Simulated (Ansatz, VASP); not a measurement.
## Ga3P3H10: VASP beside Ansatz

```
Ga P H
1.0
    16.10000    0.00000    0.00000
     0.00000   15.10000    0.00000
     0.00000    0.00000   15.20000
Ga P H
6 6 20
Direct
  0.45230 0.50342 0.41947
  0.47071 0.30070 0.59255
  0.43931 0.70057 0.59398
  0.26800 0.49164 0.59206
  0.63380 0.50214 0.59963
  0.66715 0.68573 0.38381
  0.54029 0.60939 0.34238
  0.54724 0.61222 0.66690
  0.54083 0.41831 0.51263
  0.36773 0.58463 0.51734
  0.71692 0.58364 0.49594
  0.36129 0.38620 0.66185
  0.40759 0.44667 0.34778
  0.48586 0.67609 0.31027
  0.55683 0.56827 0.26011
  0.51391 0.56747 0.74123
  0.60189 0.66902 0.71391
  0.53105 0.26668 0.66559
  0.42717 0.24072 0.52283
  0.49029 0.75689 0.52652
  0.38549 0.74025 0.66970
  0.59537 0.37241 0.45465
  0.22501 0.54628 0.66651
  0.22021 0.43677 0.52110
  0.68931 0.45117 0.66680
  0.31716 0.63357 0.45774
  0.76670 0.51719 0.45604
  0.78135 0.62633 0.54377
  0.64199 0.77098 0.43475
  0.72860 0.68033 0.30470
  0.39410 0.42517 0.73956
  0.30984 0.32286 0.70442
```

Alike in both runs: functional PBE; k mesh 1 × 1 × 1; occupations gaussian, width 0.05 eV; no spin polarisation.

Ansatz relaxed the structure, and its values are those at the end. VASP's run is a single point on that final structure, the one shown.

|  | VASP | Ansatz |
| --- | --- | --- |
| version | VASP 6.6.1 | Ansatz 0.2.0 |
| potentials or method | VASP PAW PBE potentials, release 64 (Ga_d, P, H), cutoff 520 eV | scalar-relativistic, plane waves, PAW |
| valence electrons in the cell | 128 | 128 |

Ansatz gave:

| Property | Result |
| --- | --- |
| gap on the k mesh at the Fermi level (eV) | 4.33 |
| rms of the force components (eV/Å) | 0.004 |

Question: Estimate VASP's values.

Answer: gap on the k mesh at the Fermi level (eV): 4.34; rms of the force components (eV/Å): 0.019.

The functional is the same, so the differences come from potentials, cutoffs and numerics. Ansatz's warnings: xc potential rough in thin density.
